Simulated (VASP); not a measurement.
Here is a VASP 6.6.1 calculation.

INCAR

```
  PREC = Accurate
  ENCUT = 520
  EDIFF = 1E-6
  ISMEAR = 0
  SIGMA = 0.1
  LREAL = F
  LASPH = T
  NELM = 100
  ALGO = Fast
  ISIF = 2
  LWAVE = F
  LCHARG = T
  GGA = PE
  LELF = T
  LVHAR = T
  NBANDS = 28
```

Contents of KPOINTS:

```
Automatic mesh
0
Gamma
  14 14 14
```

Contents of POSCAR:

```
MoRu2
1.0
    0.0000000000      2.9409332171      2.9409332171
    2.9409332171      0.0000000000      2.9409332171
    2.9409332171      2.9409332171      0.0000000000
Mo Ru
1 2
Direct
    0.0000000000      0.0000000000      0.0000000000
    0.7500000000      0.7500000000      0.7500000000
    0.2500000000      0.2500000000      0.2500000000
```

Potentials or basis: VASP PAW PBE potentials, release 64 (Mo_sv, Ru_pv).

The run is started by

```bash
$ cat potpaw_PBE.64/Mo_sv/POTCAR potpaw_PBE.64/Ru_pv/POTCAR > POTCAR
$ mpirun -np 1 vasp_std > vasp.out
```

Task: Estimate the pressure.

Result: 0.2 GPa.

Task: What does it give for the band gap on the k mesh?

Result: Zero (band 21 reaches 11.10 eV, above the bottom of band 22 at 9.29 eV).
